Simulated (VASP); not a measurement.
Input of a VASP 6.6.1 run:

Contents of INCAR:

```
  PREC = Accurate
  ENCUT = 520
  EDIFF = 1E-7
  ISMEAR = -1
  SIGMA = 0.1
  LREAL = False
  LASPH = True
  NELM = 80
  ALGO = Normal
  ISIF = 2
  LWAVE = False
  LCHARG = True
  GGA = PS
  IVDW = 12
  LELF = True
  LVHAR = True
  NBANDS = 30
```

KPOINTS

```
Automatic mesh
0
Gamma
  6 6 6
```

POSCAR

```
Sc
1.0
   -3.0880123200      3.0880123200      2.7062434700
    3.0880123200     -3.0880123200      2.7062434700
    3.0880123200      3.0880123200     -2.7062434700
Sc
4
Direct
    0.1637304900      0.3362695100      0.5000000000
    0.6637304900      0.1637304900      0.8274609700
    0.3362695100      0.8362695100      0.1725390300
    0.8362695100      0.6637304900      0.5000000000
```

Potentials or basis: VASP PAW PBE potentials, release 64 (Sc_sv).

Launch:

```bash
$ cat potpaw_PBE.64/Sc_sv/POTCAR > POTCAR
$ mpirun -np 1 vasp_std > vasp.out
```

Question: Predict the largest force.

Answer: 0.026 eV/Å.

Question: What does it give for the dispersion energy per atom?

Answer: -0.381 eV.

Stress tensor (GPa, compression positive):
```
-4.07  0.00  0.00
 0.00 -4.07  0.00
 0.00  0.00 -4.30
```

Caveat: three body term missing; the cell stands under tension; the PAW data sets were made with another functional, which shifts forces and pressure a little.
